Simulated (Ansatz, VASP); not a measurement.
This is a calculation of HCN for VASP 6.6.1.

Contents of POSCAR:

```
HCN
1.0
   -2.3160580000      2.3160580000      2.1599010000
    2.3160580000     -2.3160580000      2.1599010000
    2.3160580000      2.3160580000     -2.1599010000
N C H
1 1 1
Direct
    0.2719290000      0.2719290000      0.0000000000
    0.0036740000      0.0036740000      0.0000000000
    0.7520970000      0.7520970000      0.0000000000
```

Contents of INCAR.step1:

```
PREC     = Accurate       # precision mode
ENCUT    = 520            # plane-wave cutoff, eV
EDIFF    = 1E-5           # SCF threshold, eV
ISMEAR   = -1             # smearing method
SIGMA    = 0.05           # smearing width, eV
LREAL    = False          # projectors in reciprocal space
LASPH    = True           # aspherical terms in the spheres
NELM     = 100            # most SCF steps
ALGO     = Normal         # electronic algorithm
ISIF     = 2              # what is computed and relaxed
LWAVE    = True           # write WAVECAR
LCHARG   = False          # write CHGCAR
NBANDS   = 12             # bands
GGA      = PE             # functional
```

The input INCAR.step2:

```
PREC     = Accurate       # precision mode
ENCUT    = 520            # plane-wave cutoff, eV
EDIFF    = 1E-6           # SCF threshold, eV
ISMEAR   = -1             # smearing method
SIGMA    = 0.05           # smearing width, eV
LREAL    = False          # projectors in reciprocal space
LASPH    = True           # aspherical terms in the spheres
NELM     = 100            # most SCF steps
ALGO     = Normal         # electronic algorithm
ISIF     = 2              # what is computed and relaxed
LWAVE    = False          # write WAVECAR
LCHARG   = False          # write CHGCAR
GGA      = PE             # functional
LHFCALC  = True           # exact exchange
AEXX     = 0.25           # exact-exchange fraction
PRECFOCK = Normal       
NBANDS   = 12             # bands
ISTART   = 1
```

KPOINTS

```
Automatic mesh
0
Gamma
  5 5 5
```

Potentials or basis: VASP PAW PBE potentials, release 64 (N, C, H).

Command:

```bash
$ cat potpaw_PBE.64/N/POTCAR potpaw_PBE.64/C/POTCAR potpaw_PBE.64/H/POTCAR > POTCAR
$ cp INCAR.step1 INCAR
$ mpirun -np 1 vasp_std > vasp.out
$ cp INCAR.step2 INCAR
$ mpirun -np 1 vasp_std > vasp.out
```

Problem. Set up the same calculation for Ansatz 0.2.0. Potentials there: Ansatz PAW.

Solution. As run (the cutoff follows the program's own potentials):

The input input.yaml:

```yaml
crystal:
  lattice:
    - [-2.316058, 2.316058, 2.159901]
    - [2.316058, -2.316058, 2.159901]
    - [2.316058, 2.316058, -2.159901]
  atoms:
    - { symbol: "N", position: [0.271929, 0.271929, 0.0] }
    - { symbol: C, position: [0.003674, 0.003674, 0.0] }
    - { symbol: H, position: [0.752097, 0.752097, 0.0] }
hamiltonian:
  xc: { exchange: pbe, correlation: pbe, exx: { coeff: 0.25 } }
  pseudopotentials: { kind: paw }
kpoints:
  mp_grid: { grid: [5, 5, 5] }
scf:
  occupations: { method: fermi_dirac, width: 0.05 }
output:
  forces: true
  stress: true
  eigenvalues: true
```

Potentials or basis: Ansatz PAW.

The run is started by

```console
$ ansatz run input.yaml --threads 2 --pin off --max-ram 5632MiB --backend cpu --events-out ev --progress --plain --runs-dir out
```

Both were run:

|  | VASP | Ansatz | Ansatz less VASP |
| --- | --- | --- | --- |
| gap on the k mesh at the Fermi level (eV) | 9.24 | 9.22 | -0.025 |
| least direct gap on the mesh (eV) | 9.61 | 9.58 | -0.024 |
| pressure (GPa) | -1.9 | -2.5 | -0.56 |
| traceless stress, the component that is largest in VASP (GPa) | -4.01 | -5.44 | -1.428 |
| rms of the force components (eV/Å) | 0.545 | 0.813 | +0.2685 |

VASP's potentials were made for PBE, not for PBE-based global hybrid. Atom by atom the forces differ by 0.269 eV/Å (rms over components). With one functional, cell and mesh, what is left measures potentials, basis and numerics.

Noted on VASP's run: the standard files for N, O and F lose accuracy on very short bonds. Noted on Ansatz's run: odd divisions of the mesh miss points on the zone boundary, where band edges often lie, so the gap on the mesh can be too wide.
